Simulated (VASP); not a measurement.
A run of VASP 6.6.1:

POSCAR

```
W
1.0
   -1.5823450000      1.5823450000      1.5823450000
    1.5823450000     -1.5823450000      1.5823450000
    1.5823450000      1.5823450000     -1.5823450000
W
1
Direct
    0.0000000000      0.0000000000      0.0000000000
```

Contents of INCAR.step1:

```
ALGO = Normal
EDIFF = 1E-4
ENCUT = 600
GGA = PE
ISMEAR = 0
LASPH = T
LCHARG = F
LREAL = F
LWAVE = T
NELM = 60
PREC = Accurate
SIGMA = 0.05
```

File INCAR.step2:

```
ALGO = Normal
EDIFF = 1E-7
EDIFFG = -0.03
ENCUT = 600
IBRION = 2
ISIF = 3
ISMEAR = 0
ISTART = 1
LASPH = T
LCHARG = F
LMIXTAU = T
LREAL = F
LWAVE = F
METAGGA = R2SCAN
NELM = 60
NSW = 80
PREC = Accurate
SIGMA = 0.05
```

KPOINTS

```
k-points
0
Gamma
  10 10 10
```

Potentials or basis: VASP PAW PBE potentials, release 64 (W_sv).

Command:

```sh
$ cat potpaw_PBE.64/W_sv/POTCAR > POTCAR
$ cp INCAR.step1 INCAR
$ mpirun -np 1 vasp_std > vasp.out
$ cp INCAR.step2 INCAR
$ mpirun -np 1 vasp_std > vasp.out
```

Hardware: 1 thread of Intel(R) Xeon(R) 6975P-C (Granite Rapids), with other jobs on the host.

Task: How long does it take, and how much memory?

Result: It took 44 s on 1 thread of Intel(R) Xeon(R) 6975P-C (Granite Rapids), with other jobs on the host, peak memory 0.16 GiB. Counts: k points 47, ion steps 3.
